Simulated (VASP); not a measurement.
# BiTe (P-1) in VASP: single point with PBE

Aim: the single point of BiTe with PBE.

Everything below comes from runs of VASP 6.6.1. Logs are shortened: lines on timing, memory, paths and dates and some standing lists are left out, and cuts for length are marked.

### 1 The cell of the first run

The typed cell holds 2 atoms: a = 4.349 Å, b = 4.330 Å, c = 4.339 Å, α = 67.96°, β = 67.79°, γ = 67.88°.

### 2 Single point, PBE (strain +0.0050 x Voigt [0, 0, 0, 0, 1, 0])

INCAR

```
SYSTEM = BiTe
ALGO     = Normal         ! electronic algorithm
EDIFF    = 1E-6           ! SCF threshold, eV
ENCUT    = 520            ! plane-wave cutoff, eV
GGA      = PE             ! functional
ISIF     = 2              ! what is computed and relaxed
ISMEAR   = 0              ! smearing method
LASPH    = .True.         ! aspherical terms in the spheres
LCHARG   = .False.        ! write CHGCAR
LREAL    = .False.        ! projectors in reciprocal space
LWAVE    = .False.        ! write WAVECAR
NBANDS   = 18             ! bands
NELM     = 80             ! most SCF steps
PREC     = Accurate       ! precision mode
SIGMA    = 0.15           ! smearing width, eV
```

KPOINTS

```
k-points
0
Gamma
  12 12 12
  0 0 0
```

POSCAR

```
BiTe
1.0
    2.4310010027      1.3987509848      3.3233487239
   -2.4144145429      1.3987509848      3.3112351851
    0.0082932299     -2.7975019696      3.3172919545
Bi Te
1 1
Direct
    0.5000000000      0.5000000000      0.5000000000
    0.0000000000      0.0000000000      0.0000000000
```

Potentials or basis: VASP PAW PBE potentials, release 64 (Bi_d, Te).

Run with:

```sh
$ cat potpaw_PBE.64/Bi_d/POTCAR potpaw_PBE.64/Te/POTCAR > POTCAR
$ mpirun -np 1 vasp_std > vasp.out
```

OUTCAR:

```text
SYSTEM = BiTe
   EDIFF = 1E-6
   ENCUT = 520
   GGA = PE
   ISIF = 2
   ISMEAR = 0
   LASPH = .True.
   LREAL = .False.
   NELM = 80
   PREC = Accurate

 ion  position               nearest neighbor table
   1  0.500  0.500  0.500-   2 3.25   2 3.25   2 3.25   2 3.25   2 3.26   2 3.26
   2  0.000  0.000  0.000-   1 3.25   1 3.25   1 3.25   1 3.25   1 3.26   1 3.26

  LATTYP: Found a triclinic cell.
 ALAT       =     4.3394137806
 B/A-ratio  =     1.1166068912
 C/A-ratio  =     1.0021326910
 COS(alpha) =     0.0019088129
 COS(beta)  =     0.3779234964
 COS(gamma) =     0.5602137124

  Lattice vectors:

 A1 = (   0.0082932299,  -2.7975019696,   3.3172919545)
 A2 = (   2.4227077728,  -4.1962529544,   0.0060567694)
 A3 = (   2.4310010027,   1.3987509848,   3.3233487239)

Analysis of symmetry for initial positions (statically):
=====================================================================
 Subroutine PRICEL returns:
 Original cell was already a primitive cell.

 Routine SETGRP: Setting up the symmetry group for a
 triclinic supercell.

 Subroutine GETGRP returns: Found  2 space group operations
 (whereof  2 operations were pure point group operations)
 out of a pool of  2 trial point group operations.

The static configuration has the point symmetry S_2 .

Analysis of symmetry for dynamics (positions and initial velocities):
=====================================================================
 Subroutine PRICEL returns:
 Original cell was already a primitive cell.

 Routine SETGRP: Setting up the symmetry group for a
 triclinic supercell.

 Subroutine GETGRP returns: Found  2 space group operations
 (whereof  2 operations were pure point group operations)
 out of a pool of  2 trial point group operations.

The dynamic configuration has the point symmetry S_2 .

 Subroutine INISYM returns: Found  2 space group operations
 (whereof  2 operations are pure point group operations),
 and found     1 'primitive' translations

----------------------------------------------------------------------------------------

                                     Primitive cell

  volume of cell :      67.4487

  direct lattice vectors                    reciprocal lattice vectors
     2.431001003  1.398750985  3.323348724     0.206130727  0.119153923  0.099968242
    -2.414414543  1.398750985  3.311235185    -0.206633148  0.119153923  0.101000151
     0.008293230 -2.797501970  3.317291954    -0.000251210 -0.238307845  0.100484197

  length of vectors
     4.348668409  4.330147844  4.339413781     0.258227000  0.259028851  0.258626692

  position of ions in fractional coordinates (direct lattice)
     0.500000000  0.500000000  0.500000000
     0.000000000  0.000000000  0.000000000

  ion indices of the primitive-cell ions
   primitive index   ion index
                 1           1
                 2           2

----------------------------------------------------------------------------------------

 KPOINTS: k-points

Automatic generation of k-mesh.
 Grid dimensions read from file:
 generate k-points for:   12   12   12

 Generating k-lattice:

  Cartesian coordinates                     Fractional coordinates (reciprocal lattice)
     0.017177561  0.009929494  0.008330687     0.083333333 -0.000000000 -0.000000000
    -0.017219429  0.009929494  0.008416679    -0.000000000  0.083333333  0.000000000
    -0.000020934 -0.019858987  0.008373683     0.000000000  0.000000000  0.083333333

  Length of vectors
     0.021518917  0.021585738  0.021552224

  Shift w.r.t. Gamma in fractional coordinates (k-lattice)
     0.000000000  0.000000000  0.000000000

 Subroutine IBZKPT returns following result:
 ===========================================

 Found    868 irreducible k-points:

 Following reciprocal coordinates:
            Coordinates               Weight
  0.000000  0.000000  0.000000      1.000000
  0.083333 -0.000000 -0.000000      2.000000
  0.166667 -0.000000 -0.000000      2.000000
  0.250000 -0.000000  0.000000      2.000000
  0.333333 -0.000000 -0.000000      2.000000
  0.416667 -0.000000  0.000000      2.000000
[... 16 lines left out ...]
  0.250000  0.166667  0.000000      2.000000
  0.333333  0.166667  0.000000      2.000000
 [... further k-points ...]
   k-points           NKPTS =    868   k-points in BZ     NKDIM =    868   number of bands    NBANDS=     18
   number of dos      NEDOS =    301   number of ions     NIONS =      2
   total plane-waves  NPLWV =  32768
   dimension x,y,z NGX =    32 NGY =   32 NGZ =   32
   dimension x,y,z NGXF=    64 NGYF=   64 NGZF=   64
   ions per type =               1   1
   NGX,Y,Z   is equivalent  to a cutoff of  12.23, 12.29, 12.26 a.u.
   NGXF,Y,Z  is equivalent  to a cutoff of  24.47, 24.57, 24.52 a.u.
 SYSTEM =  BiTe
   PREC   = accura    normal or accurate (medium, high low for compatibility)
   ISTART =      0    job   : 0-new  1-cont  2-samecut
   ICHARG =      2    charge: 1-file 2-atom 10-const
   ISPIN  =      1    spin polarized calculation?
   LNONCOLLINEAR =      F non collinear calculations
   LSORBIT =      F    spin-orbit coupling
   LASPH  =      T    aspherical Exc in radial PAW
   ENCUT  =  520.0 eV  38.22 Ry    6.18 a.u.   8.09  8.05  8.07*2*pi/ulx,y,z
   NELM   =     80;   NELMIN=  2; NELMDL= -5     # of ELM steps
   EDIFF  = 0.1E-05   stopping-criterion for ELM
   LREAL  =      F    real-space projection
   EDIFFG = 0.1E-04   stopping-criterion for IOM
   NSW    =      0    number of steps for IOM
   IBRION =     -1    ionic relax: 0-MD 1-quasi-New 2-CG
   NFREE  =      0    steps in history (QN), initial steepest desc. (CG)
   ISIF   =      2    stress and relaxation
   ISYM   =      2    0-nonsym 1-usesym 2-fastsym
   POTIM  = 0.5000    time-step for ionic-motion
   TEBEG  =    0.0;   TEEND  =   0.0 temperature during run
   PSTRESS=    0.0 pullay stress
   NELECT =      21.0000    total number of electrons
   NUPDOWN=      -1.0000    fix difference up-down
   EMIN   =  10.00;   EMAX   =-10.00  energy-range for DOS
   EFERMI =   0.00;   METHOD = LEGACY
   ISMEAR =     0;   SIGMA  =   0.15  broadening in eV -4-tet -1-fermi 0-gaus
   EFERMI_NEDOS =   21; number of points for ismear=-14 and -15
   IALGO  =     38    algorithm
   IMIX   =      4    mixing-type and parameters
     AMIX     =   0.40;   BMIX     =  1.00
     AMIX_MAG =   1.60;   BMIX_MAG =  1.00
  volume/ion in A,a.u.               =      33.72       227.58
  Fermi-wavevector in a.u.,A,eV,Ry     =   1.109575  2.096793 16.750907  1.231157
  Thomas-Fermi vector in A             =   2.246116
   LORBIT       =      0    0 simple, 1 ext, 2 COOP (PROOUT), +10 PAW based schemes
   GGA     = PE    functional components
   LHFCALC =     F    Hartree Fock is set to
   AEXX    =    0.0000 exact exchange contribution
   IVDW    =     0    specifies the selected vdW correction
   LEPSILON=     F    determine dielectric tensor
   LRPA    =     F    only Hartree local field effects (RPA)
 non-spin polarized calculation
 Gauss-broadening in eV      SIGMA  =   0.15
  energy-cutoff  :      520.00
  volume of cell :       67.45
 maximum number of plane-waves:      1834
   NGX = 17   NGY = 17   NGZ = 17

 number of electron      20.9999996 magnetization

 Free energy of the ion-electron system (eV)
  ---------------------------------------------------
  ext. energy  EPLUGINS =         0.00000000
  ---------------------------------------------------
  free energy    TOTEN  =        -7.18867619 eV

  energy without entropy =       -7.17395688  energy(sigma->0) =       -7.18131653

 E-fermi :   6.6761     XC(G=0):  -9.4770

 val. band max:        6.6744208055   @ k =  -0.1667  -0.0833   0.0833
 cond. band min:       6.6762556304   @ k =  -0.4167   0.1667  -0.0000
 fundamental gap:      0.0018348249
 Fermi energy:         6.6760516287

 k-point     1 :       0.0000    0.0000    0.0000
  band No.  band energies     occupation
      1     -16.5554      2.00000
      2     -16.5552      2.00000
      3     -16.5446      2.00000
      4     -16.5437      2.00000
      5     -16.5304      2.00000
      6      -6.8109      2.00000
[... 10 lines left out ...]
     17      13.3163      0.00000
     18      13.5300      0.00000

 k-point     2 :       0.0833   -0.0000   -0.0000
  band No.  band energies     occupation
      1     -16.5552      2.00000
      2     -16.5552      2.00000
      3     -16.5443      2.00000
      4     -16.5439      2.00000
      5     -16.5302      2.00000
      6      -6.7519      2.00000
[... 10 lines left out ...]
     17      13.3321      0.00000
     18      13.8376      0.00000

 k-point     3 :       0.1667   -0.0000   -0.0000
  band No.  band energies     occupation
      1     -16.5551      2.00000
      2     -16.5547      2.00000
      3     -16.5452      2.00000
      4     -16.5428      2.00000
      5     -16.5297      2.00000
      6      -6.5758      2.00000
[... 10 lines left out ...]
     17      14.2233      0.00000
     18      14.5922      0.00000

 k-point     4 :       0.2500   -0.0000    0.0000
  band No.  band energies     occupation
      1     -16.5553      2.00000
      2     -16.5542      2.00000
      3     -16.5465      2.00000
      4     -16.5413      2.00000
      5     -16.5288      2.00000
      6      -6.2856      2.00000
[... 375 lines left out ...]
      4     -16.5407      2.00000
      5     -16.5300      2.00000
      6      -6.4819      2.00000
[... 10 lines left out ...]
     17      13.5208      0.00000
     18      13.8942      0.00000

 k-point    23 :       0.2500    0.1667    0.0000
  band No.  band energies     occupation
      1     -16.5571      2.00000
      2     -16.5535      2.00000
      3     -16.5460      2.00000
      4     -16.5392      2.00000
      5     -16.5293      2.00000
      6      -6.2677      2.00000
[... 10 lines left out ...]
     17      13.9388      0.00000
     18      14.4364      0.00000

 k-point    24 :       0.3333    0.1667    0.0000
  band No.  band energies     occupation
      1     -16.5575      2.00000
      2     -16.5533      2.00000
      3     -16.5466      2.00000
      4     -16.5380      2.00000
      5     -16.5280      2.00000
      6      -5.9491      2.00000
[... 10 lines left out ...]
     17      14.8690      0.00000
     18      15.5290      0.00000

 [... further k-points ...]

------------------------ aborting loop because EDIFF is reached ----------------------------------------

  FORCE on cell =-STRESS in cart. coord.  units (eV):
  Direction    XX          YY          ZZ          XY          YZ          ZX
  --------------------------------------------------------------------------------------
  -------------------------------------------------------------------------------------
  Total       -0.0417464     -0.0420176     -0.0300040      0.0432204     -0.0000025     -0.0557731
  in kB       -0.9916444     -0.9980867     -0.7127146      1.0266580     -0.0000593     -1.3248350
  external PRESSURE =      -0.9008153 kB  Pullay stress =       0.0000000 kB

 VOLUME and BASIS-vectors are now :
 -----------------------------------------------------------------------------
  energy-cutoff  :      520.00
  volume of cell :       67.45
      direct lattice vectors                 reciprocal lattice vectors
     2.431001003  1.398750985  3.323348724     0.206130727  0.119153923  0.099968242
    -2.414414543  1.398750985  3.311235185    -0.206633148  0.119153923  0.101000151
     0.008293230 -2.797501970  3.317291954    -0.000251210 -0.238307845  0.100484197

 POSITION                                       TOTAL-FORCE (eV/Angst)
 -----------------------------------------------------------------------------------
      0.01244      0.00000      4.97594        -0.000000     -0.000000      0.000000
      0.00000      0.00000      0.00000         0.000000      0.000000      0.000000
 -----------------------------------------------------------------------------------
    total drift:                               -0.000000      0.000000     -0.000000

  FREE ENERGIE OF THE ION-ELECTRON SYSTEM (eV)
  ---------------------------------------------------
  free  energy   TOTEN  =        -7.1886761912 eV

  energy  without entropy=       -7.1739568764  energy(sigma->0) =       -7.18131653
```

It took 6.1 min on 1 thread of AMD EPYC 9R45 (Zen 5), shared host; peak memory 1 GiB.

What came out:

| Quantity | Value |
| --- | --- |
| Free energy | -7.1887 eV |
| Pressure | -0.1 GPa |
| Band gap on the k mesh | zero (an odd number of electrons rules out a gap without spin polarisation) |

Caveat: the cell differs from its parent crystal (strain +0.0050 x Voigt [0, 0, 0, 0, 1, 0]); spin-orbit coupling is left out, which moves the levels of the heavy elements; an odd number of electrons without spin polarisation forces a metal; a magnetic or distorted state may lie lower.
